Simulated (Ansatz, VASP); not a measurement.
GaN: VASP beside Ansatz

```
Ga N
1.0
     3.18257   -0.00796   -0.00796
    -1.59818    2.76017   -0.00291
    -0.01296   -0.01296    5.18541
Ga N
2 2
Direct
  0.33409 0.66705 0.99920
  0.66697 0.33372 0.49920
  0.33369 0.66629 0.37581
  0.66525 0.33294 0.87580
```

Change from the starting cell: equal xy, yz and zx engineering shears of -0.5 %.

Alike in both runs: functional PBEsol; k mesh 8 × 8 × 4; no spin polarisation.

Ansatz relaxed the structure, and its values are those at the end. VASP's run is a single point on that final structure, the one shown.

|  | VASP | Ansatz |
| --- | --- | --- |
| version | VASP 6.6.1 | Ansatz 0.2.0 |
| potentials or method | VASP PAW PBE potentials, release 64 (Ga_d, N), cutoff 520 eV | all-electron LAPW, scalar-relativistic |
| occupations | gaussian, width 0.01 eV | fixed |

```csv
,VASP,Ansatz,Ansatz less VASP
gap on the k mesh at the Fermi level (eV),1.87,1.87,-0.003
pressure (GPa),-0.2,0.0,+0.19
```

VASP's potentials were made for PBE, not for PBEsol. Ansatz ran all-electron here, and VASP with PAW potentials.
